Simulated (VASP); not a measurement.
Here is a VASP 6.6.1 calculation.

The input INCAR:

```
PREC = Accurate ; ENCUT = 520
EDIFF = 1E-7 ; ISMEAR = -1
SIGMA = 0.1 ; LREAL = False
LASPH = True ; NELM = 60
ALGO = Normal ; ISIF = 2
LWAVE = False ; LCHARG = False
GGA = PE ; IVDW = 12
IBRION = 2 ; NSW = 45
EDIFFG = -0.08
```

KPOINTS

```
regular mesh
0
Gamma
  2 2 1
```

Contents of POSCAR:

```
Al
1.0
    5.7275650000      0.0000000000      0.0000000000
    2.8637820000      4.9602170000      0.0000000000
    0.0000000000      0.0000000000     16.6765370000
Al
12
Selective dynamics
Direct
    0.1666667000      0.1666667000      0.0599645000  F F F
    0.6666667000      0.1666667000      0.0599645000  F F F
    0.1666667000      0.6666667000      0.0599645000  F F F
    0.6666667000      0.6666667000      0.0599645000  F F F
   -0.1666667000      0.3333333000      0.2001776000  T T T
    0.3333333000      0.3333333000      0.2001776000  T T T
   -0.1666667000      0.8333333000      0.2001776000  T T T
    0.3333333000      0.8333333000      0.2001776000  T T T
    0.0000000000      0.0000000000      0.3403906000  T T T
    0.5000000000      0.0000000000      0.3403906000  T T T
    0.0000000000      0.5000000000      0.3403906000  T T T
    0.5000000000      0.5000000000      0.3403906000  T T T
```

Potentials or basis: VASP PAW PBE potentials, release 64 (Al).

Launch:

```console
$ cat potpaw_PBE.64/Al/POTCAR > POTCAR
$ mpirun -np 1 vasp_std > vasp.out
```

Q: Predict the dispersion energy per atom.

A: -0.228 eV.

Q: Estimate the band gap on the k mesh.

A: Zero (band 18 reaches 0.98 eV, above the bottom of band 19 at 0.72 eV).

Final structure:
```
CELL_PARAMETERS angstrom
5.72757 0.00000 0.00000
2.86378 4.96022 0.00000
0.00000 0.00000 16.67654
ATOMIC_POSITIONS crystal
Al 0.16667 0.16667 0.05996
Al 0.66667 0.16667 0.05996
Al 0.16667 0.66667 0.05996
Al 0.66667 0.66667 0.05996
Al 0.83333 0.33333 0.20018
Al 0.33333 0.33333 0.20018
Al 0.83333 0.83333 0.20018
Al 0.33333 0.83333 0.20018
Al 0.00000 0.00000 0.34039
Al 0.50000 0.00000 0.34039
Al 0.00000 0.50000 0.34039
Al 0.50000 0.50000 0.34039
```

Caveat: the k points lie up to 0.63 Å⁻¹ apart; the relaxation stopped at its first step, so nothing moved.
